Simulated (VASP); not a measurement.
Set up this calculation in VASP 6.6.1, as the native input.

* Task: single point
* Functional: PBEsol
* Dispersion: D3(BJ)
* Potentials or basis: VASP PAW PBE potentials, release 64 (Sn_d, Se)
* Cutoff: 520 eV
* k mesh: 12 × 12 × 6
* Occupations: gaussian, width 0.05 eV
* Spin: no spin polarisation
* Dipole correction: no
* Further INCAR settings: ALGO = Normal; EDIFF = 1e-07; NBANDS = 20

The structure of SnSe2 lies in POSCAR:

```
SnSe2
1.0
    3.9634387328      0.0000000000      0.0000000000
   -1.9817193664      3.4324386290      0.0000000000
    0.0000000000      0.0000000000      5.8915200000
Sn Se
1 2
Direct
    0.0000000000      0.0000000000      0.0000000000
    0.3333333333      0.6666666667      0.2500000000
    0.6666666667      0.3333333333      0.7500000000
```

This cell differs from its parent crystal: strain +0.040 along x and y, -0.040 along z.

One way to write it, as run:

INCAR

```
  PREC = Accurate
  ENCUT = 520
  EDIFF = 1E-7
  ISMEAR = 0
  SIGMA = 0.05
  LREAL = F
  LASPH = T
  NELM = 80
  ALGO = Normal
  ISIF = 2
  LWAVE = F
  LCHARG = F
  GGA = PS
  IVDW = 12
  NBANDS = 20
```

KPOINTS

```
regular mesh
0
Gamma
  12 12 6
```

Potentials or basis: VASP PAW PBE potentials, release 64 (Sn_d, Se).

Launch:

```sh
$ cat potpaw_PBE.64/Sn_d/POTCAR potpaw_PBE.64/Se/POTCAR > POTCAR
$ mpirun -np 1 vasp_std > vasp.out
```

Results of the run:

* Pressure: -2.4 GPa
* Largest force: 0.585 eV/Å
* Dispersion energy per atom: -0.316 eV

Caveat: the cell differs from its parent crystal (strain +0.040 along x and y, -0.040 along z); the PAW data sets were made with another functional, which shifts forces and pressure a little.

Wall time 2.9 min on 1 thread of Intel(R) Xeon(R) Platinum 8488C (Sapphire Rapids) (shared host), peak memory 0.31 GiB.
